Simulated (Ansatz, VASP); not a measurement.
# ZnBi3: VASP beside Ansatz

```
Zn Bi
1.0
     6.95838    0.00000    0.00000
    -3.47919    6.02614    0.00000
     0.00000    0.00000    5.58518
Zn Bi
2 6
Direct
  0.33333 0.66667 0.25000
  0.66667 0.33333 0.75000
  0.83300 0.66600 0.25000
  0.16700 0.83300 0.75000
  0.33400 0.16700 0.25000
  0.16700 0.33400 0.75000
  0.83300 0.16700 0.25000
  0.66600 0.83300 0.75000
```

Alike in both runs: task single point; functional PBE; k mesh 3 × 3 × 4; occupations gaussian, width 0.1 eV; no spin polarisation.

|  | VASP | Ansatz |
| --- | --- | --- |
| version | VASP 6.6.1 | Ansatz 0.2.0 |
| potentials or method | VASP PAW PBE potentials, release 64 (Zn, Bi_d), cutoff 520 eV | scalar-relativistic, plane waves, PAW |
| valence electrons in the cell | 114 | 114 |

```tsv
	VASP	Ansatz	Ansatz less VASP
gap on the k mesh at the Fermi level (eV)	none	none	-
pressure (GPa)	-0.6	-0.6	+0.05
traceless stress, the component that is largest in VASP (GPa)	-0.59	-0.60	-0.007
rms of the force components (eV/Å)	0.117	0.116	-0.0005
```

Atom by atom the forces differ by 0.001 eV/Å (rms over components). A gap of «none» marks a metal or a gap that the smearing closes.

Spin-orbit coupling is off throughout.
